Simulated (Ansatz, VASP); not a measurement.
## AlGa3O6: VASP beside Ansatz

```
Al Ga O
1.0
     6.09626   -1.51101    0.01615
     6.09626    1.51101    0.01615
    -1.36864    0.00000    5.59926
Al Ga O
1 3 6
Cartesian
  0.0082 0.0000 4.4478
  10.8127 0.0000 1.1719
  7.5963 0.0000 1.7768
  3.2407 0.0000 3.8461
  1.8260 0.0000 0.5697
  8.9669 0.0000 5.0094
  1.3098 0.0000 3.1893
  9.4771 0.0000 2.4735
  5.6941 0.0000 1.4672
  5.1874 0.0000 4.2062
```

Alike in both runs: task single point; functional PBEsol; k mesh 4 × 4 × 4; occupations gaussian, width 0.02 eV; no spin polarisation.

```csv
,VASP,Ansatz
version,VASP 6.6.1,Ansatz 0.2.0
potentials or method,"VASP PAW PBE potentials, release 64 (Al, Ga_d, O), cutoff 520 eV","scalar-relativistic, plane waves, PAW"
valence electrons in the cell,78,78
```

Ansatz gave:

| Property | Result |
| --- | --- |
| gap on the k mesh at the Fermi level (eV) | 2.73 |
| least direct gap on the mesh (eV) | 2.82 |
| pressure (GPa) | 0.0 |
| traceless stress, the component that is largest in VASP (GPa) | 0.12 |
| rms of the force components (eV/Å) | 0.001 |

Q: Estimate VASP's values.

A: gap on the k mesh at the Fermi level (eV): 2.73; least direct gap on the mesh (eV): 2.83; pressure (GPa): 0.4; traceless stress, the component that is largest in VASP (GPa): 0.23; rms of the force components (eV/Å): 0.009.

VASP's potentials were made for PBE, not for PBEsol. Atom by atom the forces differ by 0.009 eV/Å (rms over components).

The k mesh is coarse, so the values compare programs but aren't converged.
